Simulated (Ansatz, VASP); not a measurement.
## One calculation of Bi2Te3, two programs

Contents of INCAR:

```
PREC = Accurate
ENCUT = 520
EDIFF = 1E-6
ISMEAR = -1
SIGMA = 0.05
LREAL = False
LASPH = True
NELM = 100
ALGO = Normal
ISIF = 2
LWAVE = False
LCHARG = False
GGA = PS
NBANDS = 32
```

File KPOINTS:

```
regular mesh
0
Gamma
  7 7 7
```

Contents of POSCAR:

```
Bi2Te3
1.0
    2.1930000000      1.2661291403     10.1656666667
   -2.1930000000      1.2661291403     10.1656666667
    0.0000000000     -2.5322582807     10.1656666667
Bi Te
2 3
Direct
    0.6000000000      0.6000000000      0.6000000000
    0.4000000000      0.4000000000      0.4000000000
    0.7905000000      0.7905000000      0.7905000000
    0.2095000000      0.2095000000      0.2095000000
    0.0000000000      0.0000000000      0.0000000000
```

The input input.yaml:

```yaml
crystal:
  lattice:
    - [2.193, 1.2661291403, 10.1656666667]
    - [-2.193, 1.2661291403, 10.1656666667]
    - [0.0, -2.5322582807, 10.1656666667]
  atoms:
    - { symbol: Bi, position: [0.6, 0.6, 0.6] }
    - { symbol: Bi, position: [0.4, 0.4, 0.4] }
    - { symbol: Te, position: [0.7905, 0.7905, 0.7905] }
    - { symbol: Te, position: [0.2095, 0.2095, 0.2095] }
    - { symbol: Te, position: [0.0, 0.0, 0.0] }
kpoints:
  mp_grid: { grid: [7, 7, 7] }
  band_path:
    path:
      - [0.0, 0.0, 0.0]
      - [0.5, 0.0, 0.0]
      - [0.5, 0.1770083925, -0.1770083925]
    npoints: 8
scf:
  occupations: { method: fermi_dirac, width: 0.05 }
hamiltonian:
  xc: pbesol
  pseudopotentials: { kind: all_electron, lapw: { basis_error: 0.002 } }
output:
  forces: true
  stress: true
  eigenvalues: true
```

Alike in both runs: functional PBEsol; k mesh 7 × 7 × 7; occupations fermi-dirac, width 0.05 eV; no spin polarisation.

|  | VASP | Ansatz |
| --- | --- | --- |
| version | VASP 6.6.1 | Ansatz 0.2.0 |
| potentials or method | VASP PAW PBE potentials, release 64 (Bi_d, Te), cutoff 520 eV | all-electron LAPW, scalar-relativistic |
| task | single point | band structure |

|  | VASP | Ansatz | Ansatz less VASP |
| --- | --- | --- | --- |
| gap on the k mesh at the Fermi level (eV) | 0.23 | 0.24 | +0.010 |
| least direct gap on the mesh (eV) | 0.23 | 0.24 | +0.010 |
| pressure (GPa) | -0.6 | -0.6 | +0.01 |
| traceless stress, the component that is largest in VASP (GPa) | -0.20 | -0.20 | 0.000 |
| rms of the force components (eV/Å) | 0.037 | 0.044 | +0.0069 |

VASP's potentials were made for PBE, not for PBEsol. Atom by atom the forces differ by 0.007 eV/Å (rms over components). Ansatz ran all-electron here, and VASP with PAW potentials.

Spin-orbit coupling is off throughout.
